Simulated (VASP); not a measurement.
# GaAs (r.bp) (F-43m) in VASP: single point with PBE

Aim: the single point of GaAs (r.bp) with PBE.

All numbers are computed with VASP 6.6.1; they aren't measurements. Logs are shortened: lines on timing, memory, paths and dates and some standing lists are left out, and cuts for length are marked.

**1. The cell of the first run**

Symmetry: F-43m, No. 216, cubic system. Conventional cell: a = 5.645 Å, b = 5.645 Å, c = 5.645 Å, α = 90.00°, β = 90.00°, γ = 90.00°. Within 3.2 Å of Ga (site symmetry -43m) lie 4 As at 2.44 Å. As (site symmetry -43m) has 4 Ga at 2.44 Å within 3.2 Å.

**2. Single point, PBE**

The input, INCAR:

```
SYSTEM = GaAs
PREC = Accurate ; ENCUT = 500
EDIFF = 1E-6 ; ISMEAR = 0
SIGMA = 0.02 ; LREAL = .False.
LASPH = .True. ; NELM = 120
ALGO = Normal ; ISIF = 2
LWAVE = .False. ; LCHARG = .False.
GGA = PE ; NBANDS = 16
GGA_COMPAT = .False.
```

The input, KPOINTS:

```
regular mesh
0
Gamma
  8 8 8
  0 0 0
```

The input, POSCAR:

```
GaAs
1.0
    0.0000000000      2.8224809139      2.8224809139
    2.8224809139      0.0000000000      2.8224809139
    2.8224809139      2.8224809139      0.0000000000
Ga As
1 1
Direct
    0.0000000000      0.0000000000      0.0000000000
    0.2500000000      0.2500000000      0.2500000000
```

Potentials or basis: VASP PAW PBE potentials, release 64 (Ga_d, As).

Launch:

```console
$ cat potpaw_PBE.64/Ga_d/POTCAR potpaw_PBE.64/As/POTCAR > POTCAR
$ mpirun -np 1 vasp_std > vasp.out
```

OUTCAR:

```text
SYSTEM = GaAs
   PREC = Accurate
   ENCUT = 500
   EDIFF = 1E-6
   ISMEAR = 0
   LREAL = .False.
   LASPH = .True.
   NELM = 120
   ISIF = 2
   GGA = PE

 ion  position               nearest neighbor table
   1  0.000  0.000  0.000-   2 2.44   2 2.44   2 2.44   2 2.44
   2  0.250  0.250  0.250-   1 2.44   1 2.44   1 2.44   1 2.44

  LATTYP: Found a face centered cubic cell.
 ALAT       =     5.6449618278

  Lattice vectors:

 A1 = (   0.0000000000,   2.8224809139,   2.8224809139)
 A2 = (   2.8224809139,   0.0000000000,   2.8224809139)
 A3 = (   2.8224809139,   2.8224809139,   0.0000000000)

Analysis of symmetry for initial positions (statically):
=====================================================================
 Subroutine PRICEL returns:
 Original cell was already a primitive cell.

 Routine SETGRP: Setting up the symmetry group for a
 face centered cubic supercell.

 Subroutine GETGRP returns: Found 24 space group operations
 (whereof 24 operations were pure point group operations)
 out of a pool of 48 trial point group operations.

The static configuration has the point symmetry T_d .

Analysis of symmetry for dynamics (positions and initial velocities):
=====================================================================
 Subroutine PRICEL returns:
 Original cell was already a primitive cell.

 Routine SETGRP: Setting up the symmetry group for a
 face centered cubic supercell.

 Subroutine GETGRP returns: Found 24 space group operations
 (whereof 24 operations were pure point group operations)
 out of a pool of 48 trial point group operations.

The dynamic configuration has the point symmetry T_d .

 Subroutine INISYM returns: Found 24 space group operations
 (whereof 24 operations are pure point group operations),
 and found     1 'primitive' translations

----------------------------------------------------------------------------------------

                                     Primitive cell

  volume of cell :      44.9700

  direct lattice vectors                    reciprocal lattice vectors
     0.000000000  2.822480914  2.822480914    -0.177149116  0.177149116  0.177149116
     2.822480914  0.000000000  2.822480914     0.177149116 -0.177149116  0.177149116
     2.822480914  2.822480914  0.000000000     0.177149116  0.177149116 -0.177149116

  length of vectors
     3.991590788  3.991590788  3.991590788     0.306831270  0.306831270  0.306831270

  position of ions in fractional coordinates (direct lattice)
     0.000000000  0.000000000  0.000000000
     0.250000000  0.250000000  0.250000000

  ion indices of the primitive-cell ions
   primitive index   ion index
                 1           1
                 2           2

----------------------------------------------------------------------------------------

 KPOINTS: regular mesh

Automatic generation of k-mesh.
 Grid dimensions read from file:
 generate k-points for:    8    8    8

 Generating k-lattice:

  Cartesian coordinates                     Fractional coordinates (reciprocal lattice)
    -0.022143640  0.022143640  0.022143640     0.125000000  0.000000000  0.000000000
     0.022143640 -0.022143640  0.022143640     0.000000000  0.125000000  0.000000000
     0.022143640  0.022143640 -0.022143640     0.000000000  0.000000000  0.125000000

  Length of vectors
     0.038353909  0.038353909  0.038353909

  Shift w.r.t. Gamma in fractional coordinates (k-lattice)
     0.000000000  0.000000000  0.000000000

 Subroutine IBZKPT returns following result:
 ===========================================

 Found     29 irreducible k-points:

 Following reciprocal coordinates:
            Coordinates               Weight
  0.000000  0.000000  0.000000      1.000000
  0.125000  0.000000  0.000000      8.000000
  0.250000  0.000000  0.000000      8.000000
  0.375000  0.000000  0.000000      8.000000
  0.500000  0.000000  0.000000      4.000000
  0.125000  0.125000  0.000000      6.000000
[... 16 lines left out ...]
  0.500000  0.250000  0.125000     48.000000
 -0.375000  0.250000  0.125000     24.000000
 [... further k-points ...]
   k-points           NKPTS =     29   k-points in BZ     NKDIM =     29   number of bands    NBANDS=     16
   number of dos      NEDOS =    301   number of ions     NIONS =      2
   total plane-waves  NPLWV =  27000
   dimension x,y,z NGX =    30 NGY =   30 NGZ =   30
   dimension x,y,z NGXF=    60 NGYF=   60 NGZF=   60
   ions per type =               1   1
   NGX,Y,Z   is equivalent  to a cutoff of  12.49, 12.49, 12.49 a.u.
   NGXF,Y,Z  is equivalent  to a cutoff of  24.99, 24.99, 24.99 a.u.
 SYSTEM =  GaAs
   PREC   = accura    normal or accurate (medium, high low for compatibility)
   ISTART =      0    job   : 0-new  1-cont  2-samecut
   ICHARG =      2    charge: 1-file 2-atom 10-const
   ISPIN  =      1    spin polarized calculation?
   LNONCOLLINEAR =      F non collinear calculations
   LSORBIT =      F    spin-orbit coupling
   LASPH  =      T    aspherical Exc in radial PAW
   ENCUT  =  500.0 eV  36.75 Ry    6.06 a.u.   7.28  7.28  7.28*2*pi/ulx,y,z
   NELM   =    120;   NELMIN=  2; NELMDL= -5     # of ELM steps
   EDIFF  = 0.1E-05   stopping-criterion for ELM
   LREAL  =      F    real-space projection
   EDIFFG = 0.1E-04   stopping-criterion for IOM
   NSW    =      0    number of steps for IOM
   IBRION =     -1    ionic relax: 0-MD 1-quasi-New 2-CG
   NFREE  =      0    steps in history (QN), initial steepest desc. (CG)
   ISIF   =      2    stress and relaxation
   ISYM   =      2    0-nonsym 1-usesym 2-fastsym
   POTIM  = 0.5000    time-step for ionic-motion
   TEBEG  =    0.0;   TEEND  =   0.0 temperature during run
   PSTRESS=    0.0 pullay stress
   NELECT =      18.0000    total number of electrons
   NUPDOWN=      -1.0000    fix difference up-down
   EMIN   =  10.00;   EMAX   =-10.00  energy-range for DOS
   EFERMI =   0.00;   METHOD = LEGACY
   ISMEAR =     0;   SIGMA  =   0.02  broadening in eV -4-tet -1-fermi 0-gaus
   EFERMI_NEDOS =   21; number of points for ismear=-14 and -15
   IALGO  =     38    algorithm
   IMIX   =      4    mixing-type and parameters
     AMIX     =   0.40;   BMIX     =  1.00
     AMIX_MAG =   1.60;   BMIX_MAG =  1.00
  volume/ion in A,a.u.               =      22.49       151.74
  Fermi-wavevector in a.u.,A,eV,Ry     =   1.206493  2.279940 19.804971  1.455624
  Thomas-Fermi vector in A             =   2.342158
   LORBIT       =      0    0 simple, 1 ext, 2 COOP (PROOUT), +10 PAW based schemes
   GGA     = PE    functional components
   LHFCALC =     F    Hartree Fock is set to
   AEXX    =    0.0000 exact exchange contribution
   IVDW    =     0    specifies the selected vdW correction
   LEPSILON=     F    determine dielectric tensor
   LRPA    =     F    only Hartree local field effects (RPA)
 non-spin polarized calculation
 Gauss-broadening in eV      SIGMA  =   0.02
  energy-cutoff  :      500.00
  volume of cell :       44.97
 maximum number of plane-waves:      1158
 NGX is ok and might be reduce to    30
   NGX = 15   NGY = 15   NGZ = 15

 number of electron      17.9999999 magnetization

 Free energy of the ion-electron system (eV)
  ---------------------------------------------------
  ext. energy  EPLUGINS =         0.00000000
  ---------------------------------------------------
  free energy    TOTEN  =        -8.24225737 eV

  energy without entropy =       -8.24225737  energy(sigma->0) =       -8.24225737

 E-fermi :   4.1046     XC(G=0):  -9.6084

 val. band max:        3.9765889682   @ k =   0.0000   0.0000   0.0000
 cond. band min:       4.5316521861   @ k =   0.0000   0.0000   0.0000
 fundamental gap:      0.5550632179
 Fermi energy:         4.1045781262

 k-point     1 :       0.0000    0.0000    0.0000
  band No.  band energies     occupation
      1     -10.8409      2.00000
      2     -10.8409      2.00000
      3     -10.8409      2.00000
      4     -10.7606      2.00000
      5     -10.7606      2.00000
      6      -8.7825      2.00000
[... 8 lines left out ...]
     15      14.1102      0.00000
     16      14.1102      0.00000

 k-point     2 :       0.1250    0.0000    0.0000
  band No.  band energies     occupation
      1     -10.8547      2.00000
      2     -10.8373      2.00000
      3     -10.8373      2.00000
      4     -10.7608      2.00000
      5     -10.7608      2.00000
      6      -8.5987      2.00000
[... 8 lines left out ...]
     15      13.2509      0.00000
     16      13.2509      0.00000

 k-point     3 :       0.2500    0.0000    0.0000
  band No.  band energies     occupation
      1     -10.8847      2.00000
      2     -10.8295      2.00000
      3     -10.8295      2.00000
      4     -10.7603      2.00000
      5     -10.7603      2.00000
      6      -8.0851      2.00000
[... 8 lines left out ...]
     15      13.0099      0.00000
     16      13.0099      0.00000

 k-point     4 :       0.3750    0.0000    0.0000
  band No.  band energies     occupation
      1     -10.9115      2.00000
      2     -10.8233      2.00000
      3     -10.8233      2.00000
      4     -10.7582      2.00000
      5     -10.7582      2.00000
      6      -7.3965      2.00000
[... 8 lines left out ...]
     15      14.1817      0.00000
     16      14.1817      0.00000

 k-point     5 :       0.5000    0.0000    0.0000
  band No.  band energies     occupation
      1     -10.9219      2.00000
      2     -10.8212      2.00000
      3     -10.8212      2.00000
      4     -10.7567      2.00000
      5     -10.7567      2.00000
      6      -7.0030      2.00000
[... 8 lines left out ...]
     15      15.8678      0.00000
     16      15.8678      0.00000

 k-point     6 :       0.1250    0.1250    0.0000
  band No.  band energies     occupation
      1     -10.8624      2.00000
      2     -10.8339      2.00000
      3     -10.8339      2.00000
      4     -10.7636      2.00000
      5     -10.7587      2.00000
      6      -8.5375      2.00000
[... 8 lines left out ...]
     15      12.8828      0.00000
     16      14.3625      0.00000

 k-point     7 :       0.2500    0.1250    0.0000
  band No.  band energies     occupation
      1     -10.8863      2.00000
      2     -10.8273      2.00000
      3     -10.8257      2.00000
      4     -10.7660      2.00000
      5     -10.7570      2.00000
      6      -8.1323      2.00000
[... 8 lines left out ...]
     15      14.0857      0.00000
     16      14.1831      0.00000

 k-point     8 :       0.3750    0.1250    0.0000
  band No.  band energies     occupation
      1     -10.9107      2.00000
      2     -10.8218      2.00000
      3     -10.8188      2.00000
      4     -10.7651      2.00000
      5     -10.7555      2.00000
      6      -7.4849      2.00000
[... 8 lines left out ...]
     15      14.1712      0.00000
     16      14.9929      0.00000

 k-point     9 :       0.5000    0.1250    0.0000
  band No.  band energies     occupation
      1     -10.9240      2.00000
      2     -10.8192      2.00000
      3     -10.8164      2.00000
      4     -10.7613      2.00000
      5     -10.7559      2.00000
      6      -6.9289      2.00000
[... 8 lines left out ...]
     15      15.3490      0.00000
     16      15.8651      0.00000
[... 172 lines left out ...]
 k-point    19 :       0.5000    0.3750    0.0000
  band No.  band energies     occupation
      1     -10.9474      2.00000
      2     -10.7979      2.00000
      3     -10.7948      2.00000
      4     -10.7817      2.00000
      5     -10.7497      2.00000
      6      -6.4171      2.00000
[... 8 lines left out ...]
     15      16.4620      0.00000
     16      16.9073      0.00000

 k-point    20 :      -0.3750    0.3750    0.0000
  band No.  band energies     occupation
      1     -10.9423      2.00000
      2     -10.8050      2.00000
      3     -10.7980      2.00000
      4     -10.7748      2.00000
      5     -10.7539      2.00000
      6      -6.2935      2.00000
[... 8 lines left out ...]
     15      14.5262      0.00000
     16      18.2787      0.00000

 k-point    21 :       0.5000    0.5000    0.0000
  band No.  band energies     occupation
      1     -10.9538      2.00000
      2     -10.7911      2.00000
      3     -10.7911      2.00000
      4     -10.7867      2.00000
      5     -10.7476      2.00000
      6      -6.2568      2.00000
[... 8 lines left out ...]
     15      17.3505      0.00000
     16      17.3600      0.00000

 k-point    22 :       0.3750    0.2500    0.1250
  band No.  band energies     occupation
      1     -10.9073      2.00000
      2     -10.8201      2.00000
      3     -10.8173      2.00000
      4     -10.7687      2.00000
      5     -10.7554      2.00000
      6      -7.6524      2.00000
[... 8 lines left out ...]
     15      14.9195      0.00000
     16      15.4189      0.00000

 k-point    23 :       0.5000    0.2500    0.1250
  band No.  band energies     occupation
      1     -10.9240      2.00000
      2     -10.8164      2.00000
      3     -10.8106      2.00000
      4     -10.7675      2.00000
      5     -10.7557      2.00000
      6      -7.0150      2.00000
[... 8 lines left out ...]
     15      14.8289      0.00000
     16      16.2677      0.00000

 k-point    24 :      -0.3750    0.2500    0.1250
  band No.  band energies     occupation
      1     -10.9303      2.00000
      2     -10.8157      2.00000
      3     -10.8080      2.00000
      4     -10.7650      2.00000
      5     -10.7570      2.00000
      6      -6.6581      2.00000
[... 8 lines left out ...]
     15      15.6069      0.00000
     16      16.1400      0.00000

 [... further k-points ...]

------------------------ aborting loop because EDIFF is reached ----------------------------------------

  FORCE on cell =-STRESS in cart. coord.  units (eV):
  Direction    XX          YY          ZZ          XY          YZ          ZX
  --------------------------------------------------------------------------------------
  -------------------------------------------------------------------------------------
  Total        1.0651899      1.0651899      1.0651899      0.0000000      0.0000000      0.0000000
  in kB       37.9502439     37.9502439     37.9502439      0.0000000      0.0000000      0.0000000
  external PRESSURE =      37.9502439 kB  Pullay stress =       0.0000000 kB

 VOLUME and BASIS-vectors are now :
 -----------------------------------------------------------------------------
  energy-cutoff  :      500.00
  volume of cell :       44.97
      direct lattice vectors                 reciprocal lattice vectors
     0.000000000  2.822480914  2.822480914    -0.177149116  0.177149116  0.177149116
     2.822480914  0.000000000  2.822480914     0.177149116 -0.177149116  0.177149116
     2.822480914  2.822480914  0.000000000     0.177149116  0.177149116 -0.177149116

 POSITION                                       TOTAL-FORCE (eV/Angst)
 -----------------------------------------------------------------------------------
      0.00000      0.00000      0.00000        -0.000000     -0.000000     -0.000000
      1.41124      1.41124      1.41124         0.000000      0.000000      0.000000
 -----------------------------------------------------------------------------------
    total drift:                               -0.000000     -0.000000     -0.000000

  FREE ENERGIE OF THE ION-ELECTRON SYSTEM (eV)
  ---------------------------------------------------
  free  energy   TOTEN  =        -8.2422573695 eV

  energy  without entropy=       -8.2422573695  energy(sigma->0) =       -8.24225737
```

Run time: 23 s. Hardware: 1 thread of Intel Xeon Platinum 8259CL at 2.50GHz (Skylake/Cascade Lake), shared host; peak memory 0.17 GiB.

Results:

| Property | Result |
| --- | --- |
| Free energy | -8.2423 eV |
| Pressure | 3.8 GPa |
| Band gap on the k mesh | 0.56 eV, direct |

Levels at points of the mesh, in eV from the valence-band top:
| k point | band 7 | band 8 | band 9 | band 10 | band 11 | band 12 |
| --- | --- | --- | --- | --- | --- | --- |
| (0.00, 0.00, 0.00) | 0.00 | 0.00 | 0.00 | 0.56 | 3.73 | 3.73 |
| (0.50, 0.00, 0.00) | -6.66 | -1.15 | -1.15 | 1.01 | 4.64 | 4.64 |
| (0.50, 0.50, 0.00) | -6.84 | -2.69 | -2.69 | 1.45 | 1.65 | 10.20 |

A k mesh can miss the band edges.
